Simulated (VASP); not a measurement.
# Ba (Cmce) in VASP: single point with PBEsol

Aim: the single point of Ba with PBEsol.

Everything below comes from runs of VASP 6.6.1. Logs are shortened: lines on timing, memory, paths and dates and some standing lists are left out, and cuts for length are marked.

### Step 1. The cell of the first run

The typed cell holds 4 atoms: a = 8.295 Å, b = 8.295 Å, c = 4.341 Å, α = 90.00°, β = 90.00°, γ = 129.36°.

### Step 2. Single point, PBEsol

The input, INCAR:

```
SYSTEM = Ba
  ALGO = Fast
  EDIFF = 1E-6
  ENCUT = 520
  GGA = PS
  ISIF = 2
  ISMEAR = 0
  LASPH = .True.
  LCHARG = .True.
  LELF = .True.
  LREAL = .False.
  LVHAR = .True.
  LWAVE = .False.
  NBANDS = 28
  NELM = 80
  PREC = Accurate
  SIGMA = 0.1
```

The input, KPOINTS:

```
k-points
0
Gamma
  8 8 10
  0 0 0
```

The input, POSCAR:

```
Ba
1.0
    3.5471398936     -7.4979479373      0.0000000000
    3.5471398936      7.4979479373      0.0000000000
    0.0000000000      0.0000000000      4.3410804933
Ba
4
Direct
    0.1284397901      0.8715602099      0.0003120243
    0.6284397901      0.3715602099      0.4996879757
    0.8715602099      0.1284397901      0.9996879757
    0.3715602099      0.6284397901      0.5003120243
```

Potentials or basis: VASP PAW PBE potentials, release 64 (Ba_sv).

On the command line:

```sh
$ cat potpaw_PBE.64/Ba_sv/POTCAR > POTCAR
$ mpirun -np 1 vasp_std > vasp.out
```

OUTCAR:

```text
SYSTEM = Ba
   EDIFF = 1E-6
   ENCUT = 520
   GGA = PS
   ISIF = 2
   ISMEAR = 0
   LASPH = .True.
   LREAL = .False.
   NELM = 80
   PREC = Accurate

 ion  position               nearest neighbor table
   1  0.128  0.872  0.000-   3 3.85   2 4.16   2 4.16   2 4.16   2 4.16   4 4.24   4 4.24
   2  0.628  0.372  0.500-   4 3.85   1 4.16   1 4.16   1 4.16   1 4.16   3 4.24   3 4.24
   3  0.872  0.128  1.000-   1 3.85   4 4.16   4 4.16   4 4.16   4 4.16   2 4.24   2 4.24
   4  0.372  0.628  0.500-   2 3.85   3 4.16   3 4.16   3 4.16   3 4.16   1 4.24   1 4.24

  LATTYP: Found a base centered orthorhombic cell.
 ALAT       =     7.0942797872
 B/A-ratio  =     2.1138010234
 C/A-ratio  =     0.6119127838

  Lattice vectors:

 A1 = (   3.5471398936,  -7.4979479373,   0.0000000000)
 A2 = (   3.5471398936,   7.4979479373,   0.0000000000)
 A3 = (   0.0000000000,   0.0000000000,   4.3410804933)

Analysis of symmetry for initial positions (statically):
=====================================================================
 Subroutine PRICEL returns:
 Original cell was already a primitive cell.

 Routine SETGRP: Setting up the symmetry group for a
 base centered orthorhombic supercell.

 Subroutine GETGRP returns: Found  8 space group operations
 (whereof  4 operations were pure point group operations)
 out of a pool of  8 trial point group operations.

The static configuration has the point symmetry C_2h.
 The point group associated with its full space group is D_2h.

Analysis of symmetry for dynamics (positions and initial velocities):
=====================================================================
 Subroutine PRICEL returns:
 Original cell was already a primitive cell.

 Routine SETGRP: Setting up the symmetry group for a
 base centered orthorhombic supercell.

 Subroutine GETGRP returns: Found  8 space group operations
 (whereof  4 operations were pure point group operations)
 out of a pool of  8 trial point group operations.

The dynamic configuration has the point symmetry C_2h.
 The point group associated with its full space group is D_2h.

 Subroutine INISYM returns: Found  8 space group operations
 (whereof  4 operations are pure point group operations),
 and found     1 'primitive' translations

----------------------------------------------------------------------------------------

                                     Primitive cell

  volume of cell :     230.9131

  direct lattice vectors                    reciprocal lattice vectors
     3.547139894 -7.497947937  0.000000000     0.140958636 -0.066684912  0.000000000
     3.547139894  7.497947937  0.000000000     0.140958636  0.066684912  0.000000000
     0.000000000  0.000000000  4.341080493     0.000000000  0.000000000  0.230357396

  length of vectors
     8.294662422  8.294662422  4.341080493     0.155936572  0.155936572  0.230357396

  position of ions in fractional coordinates (direct lattice)
     0.128439790  0.871560210  0.000312024
     0.628439790  0.371560210  0.499687976
     0.871560210  0.128439790  0.999687976
     0.371560210  0.628439790  0.500312024

  ion indices of the primitive-cell ions
   primitive index   ion index
                 1           1
                 2           2
                 3           3
                 4           4

----------------------------------------------------------------------------------------

 KPOINTS: k-points

Automatic generation of k-mesh.
 Grid dimensions read from file:
 generate k-points for:    8    8   10

 Generating k-lattice:

  Cartesian coordinates                     Fractional coordinates (reciprocal lattice)
     0.017619829 -0.008335614  0.000000000     0.125000000  0.000000000  0.000000000
     0.017619829  0.008335614  0.000000000     0.000000000  0.125000000  0.000000000
     0.000000000  0.000000000  0.023035740     0.000000000  0.000000000  0.100000000

  Length of vectors
     0.019492072  0.019492072  0.023035740

  Shift w.r.t. Gamma in fractional coordinates (k-lattice)
     0.000000000  0.000000000  0.000000000

 Subroutine IBZKPT returns following result:
 ===========================================

 Found    126 irreducible k-points:

 Following reciprocal coordinates:
            Coordinates               Weight
  0.000000  0.000000  0.000000      1.000000
  0.125000  0.000000  0.000000      4.000000
  0.250000  0.000000  0.000000      4.000000
  0.375000  0.000000  0.000000      4.000000
  0.500000  0.000000  0.000000      2.000000
  0.125000  0.125000  0.000000      2.000000
[... 16 lines left out ...]
  0.125000  0.000000  0.100000      8.000000
  0.250000  0.000000  0.100000      8.000000
 [... further k-points ...]
   k-points           NKPTS =    126   k-points in BZ     NKDIM =    126   number of bands    NBANDS=     28
   number of dos      NEDOS =    301   number of ions     NIONS =      4
   total plane-waves  NPLWV = 131072
   dimension x,y,z NGX =    64 NGY =   64 NGZ =   32
   dimension x,y,z NGXF=   128 NGYF=  128 NGZF=   64
   ions per type =               4
   NGX,Y,Z   is equivalent  to a cutoff of  12.83, 12.83, 12.25 a.u.
   NGXF,Y,Z  is equivalent  to a cutoff of  25.65, 25.65, 24.51 a.u.
 SYSTEM =  Ba
   PREC   = accura    normal or accurate (medium, high low for compatibility)
   ISTART =      0    job   : 0-new  1-cont  2-samecut
   ICHARG =      2    charge: 1-file 2-atom 10-const
   ISPIN  =      1    spin polarized calculation?
   LNONCOLLINEAR =      F non collinear calculations
   LSORBIT =      F    spin-orbit coupling
   LASPH  =      T    aspherical Exc in radial PAW
   ENCUT  =  520.0 eV  38.22 Ry    6.18 a.u.  15.42 15.42  8.07*2*pi/ulx,y,z
   NELM   =     80;   NELMIN=  2; NELMDL= -5     # of ELM steps
   EDIFF  = 0.1E-05   stopping-criterion for ELM
   LREAL  =      F    real-space projection
   EDIFFG = 0.1E-04   stopping-criterion for IOM
   NSW    =      0    number of steps for IOM
   IBRION =     -1    ionic relax: 0-MD 1-quasi-New 2-CG
   NFREE  =      0    steps in history (QN), initial steepest desc. (CG)
   ISIF   =      2    stress and relaxation
   ISYM   =      2    0-nonsym 1-usesym 2-fastsym
   POTIM  = 0.5000    time-step for ionic-motion
   TEBEG  =    0.0;   TEEND  =   0.0 temperature during run
   PSTRESS=    0.0 pullay stress
   NELECT =      40.0000    total number of electrons
   NUPDOWN=      -1.0000    fix difference up-down
   EMIN   =  10.00;   EMAX   =-10.00  energy-range for DOS
   EFERMI =   0.00;   METHOD = LEGACY
   ISMEAR =     0;   SIGMA  =   0.10  broadening in eV -4-tet -1-fermi 0-gaus
   EFERMI_NEDOS =   21; number of points for ismear=-14 and -15
   IALGO  =     68    algorithm
   IMIX   =      4    mixing-type and parameters
     AMIX     =   0.40;   BMIX     =  1.00
     AMIX_MAG =   1.60;   BMIX_MAG =  1.00
  volume/ion in A,a.u.               =      57.73       389.57
  Fermi-wavevector in a.u.,A,eV,Ry     =   0.912596  1.724557 11.331364  0.832832
  Thomas-Fermi vector in A             =   2.037010
   LORBIT       =      0    0 simple, 1 ext, 2 COOP (PROOUT), +10 PAW based schemes
   GGA     = PS    functional components
   LHFCALC =     F    Hartree Fock is set to
   AEXX    =    0.0000 exact exchange contribution
   IVDW    =     0    specifies the selected vdW correction
   LEPSILON=     F    determine dielectric tensor
   LRPA    =     F    only Hartree local field effects (RPA)
 non-spin polarized calculation
 RMM-DIIS sequential band-by-band and
 Gauss-broadening in eV      SIGMA  =   0.10
  energy-cutoff  :      520.00
  volume of cell :      230.91
 maximum number of plane-waves:      6252
 NGX is ok and might be reduce to    64
   NGX = 31   NGY = 31   NGZ = 17

 number of electron      40.0000003 magnetization

 Free energy of the ion-electron system (eV)
  ---------------------------------------------------
  ext. energy  EPLUGINS =         0.00000000
  ---------------------------------------------------
  free energy    TOTEN  =        -8.16812693 eV

  energy without entropy =       -8.14266607  energy(sigma->0) =       -8.15539650

 E-fermi :   1.8012     XC(G=0):  -7.7891

 val. band max:        1.7993775667   @ k =   0.5000   0.3750   0.1000
 cond. band min:       1.8014863804   @ k =  -0.2500   0.1250   0.4000
 fundamental gap:      0.0021088137
 Fermi energy:         1.8011576908

 k-point     1 :       0.0000    0.0000    0.0000
  band No.  band energies     occupation
      1     -27.0003      2.00000
      2     -26.9325      2.00000
      3     -26.9092      2.00000
      4     -26.8932      2.00000
      5     -12.5583      2.00000
      6     -12.4656      2.00000
[... 20 lines left out ...]
     27       3.5527      0.00000
     28       3.6653      0.00000

 k-point     2 :       0.1250    0.0000    0.0000
  band No.  band energies     occupation
      1     -26.9971      2.00000
      2     -26.9307      2.00000
      3     -26.9135      2.00000
      4     -26.8938      2.00000
      5     -12.5464      2.00000
      6     -12.4537      2.00000
[... 20 lines left out ...]
     27       3.6198      0.00000
     28       3.7791      0.00000

 k-point     3 :       0.2500    0.0000    0.0000
  band No.  band energies     occupation
      1     -26.9880      2.00000
      2     -26.9259      2.00000
      3     -26.9248      2.00000
      4     -26.8969      2.00000
      5     -12.5121      2.00000
      6     -12.4004      2.00000
[... 20 lines left out ...]
     27       3.6393      0.00000
     28       3.7729      0.00000

 k-point     4 :       0.3750    0.0000    0.0000
  band No.  band energies     occupation
      1     -26.9742      2.00000
      2     -26.9403      2.00000
      3     -26.9187      2.00000
      4     -26.9027      2.00000
      5     -12.4596      2.00000
      6     -12.3285      2.00000
[... 578 lines left out ...]
     27       3.4879      0.00000
     28       3.8631      0.00000

 k-point    23 :       0.1250    0.0000    0.1000
  band No.  band energies     occupation
      1     -26.9932      2.00000
      2     -26.9281      2.00000
      3     -26.9136      2.00000
      4     -26.8930      2.00000
      5     -12.5352      2.00000
      6     -12.4386      2.00000
[... 20 lines left out ...]
     27       3.5527      0.00000
     28       3.8464      0.00000

 k-point    24 :       0.2500    0.0000    0.1000
  band No.  band energies     occupation
      1     -26.9845      2.00000
      2     -26.9242      2.00000
      3     -26.9235      2.00000
      4     -26.8960      2.00000
      5     -12.5022      2.00000
      6     -12.3936      2.00000
[... 20 lines left out ...]
     27       3.5695      0.00000
     28       3.7930      0.00000

 [... further k-points ...]

------------------------ aborting loop because EDIFF is reached ----------------------------------------

  FORCE on cell =-STRESS in cart. coord.  units (eV):
  Direction    XX          YY          ZZ          XY          YZ          ZX
  --------------------------------------------------------------------------------------
  -------------------------------------------------------------------------------------
  Total        0.0878971      0.1524880      0.1039459      0.0000000      0.0000000      0.0000000
  in kB        0.6098690      1.0580291      0.7212227      0.0000000      0.0000000      0.0000000
  external PRESSURE =       0.7963736 kB  Pullay stress =       0.0000000 kB

 VOLUME and BASIS-vectors are now :
 -----------------------------------------------------------------------------
  energy-cutoff  :      520.00
  volume of cell :      230.91
      direct lattice vectors                 reciprocal lattice vectors
     3.547139894 -7.497947937  0.000000000     0.140958636 -0.066684912  0.000000000
     3.547139894  7.497947937  0.000000000     0.140958636  0.066684912  0.000000000
     0.000000000  0.000000000  4.341080493     0.000000000  0.000000000  0.230357396

 POSITION                                       TOTAL-FORCE (eV/Angst)
 -----------------------------------------------------------------------------------
      3.54714      5.57188      0.00135         0.000000     -0.004424     -0.001560
      3.54714     -1.92607      2.16919         0.000000     -0.004424      0.001560
      3.54714     -5.57188      4.33973         0.000000      0.004424      0.001560
      3.54714      1.92607      2.17189         0.000000      0.004424     -0.001560
 -----------------------------------------------------------------------------------
    total drift:                               -0.000000     -0.000000      0.000000

  FREE ENERGIE OF THE ION-ELECTRON SYSTEM (eV)
  ---------------------------------------------------
  free  energy   TOTEN  =        -8.1681269254 eV

  energy  without entropy=       -8.1426660719  energy(sigma->0) =       -8.15539650
```

It took 10 min on 1 thread of Intel Xeon Platinum 8488C (Sapphire Rapids), shared host; peak memory 0.77 GiB.

Results:

- Free energy: -8.1681 eV
- Pressure: 0.1 GPa
- Largest force: 0.005 eV/Å
- Band gap on the k mesh: zero (bands 20 and 21 overlap by 0.56 eV)

Forces on the atoms (eV/Å):
```
Ba   0.000 -0.004 -0.002
Ba   0.000 -0.004  0.002
Ba   0.000  0.004  0.002
Ba   0.000  0.004 -0.002
```

Levels at points of the mesh, in eV from the Fermi level:
```tsv
k point	band 17	band 18	band 19	band 20	band 21	band 22	band 23	band 24
(0.00, 0.00, 0.00)	-2.74	-0.88	-0.62	-0.26	0.00	0.06	0.71	1.05
(0.50, 0.00, 0.00)	-1.47	-1.47	-0.48	-0.48	0.28	0.28	1.01	1.01
(0.50, 0.50, 0.00)	-1.88	-1.83	-0.94	-0.83	-0.18	0.51	1.32	1.40
(0.00, 0.00, 0.50)	-0.47	-0.47	-0.12	-0.12	0.55	0.55	0.56	0.56
(0.50, 0.00, 0.50)	-0.79	-0.79	-0.63	-0.63	0.09	0.09	0.48	0.48
(0.50, 0.50, 0.50)	-0.40	-0.40	-0.05	-0.05	0.41	0.41	0.87	0.87
```

Caveat: the PAW data sets were made with another functional, which shifts forces and pressure a little; spin-orbit coupling is left out, which moves the levels of the heavy elements.
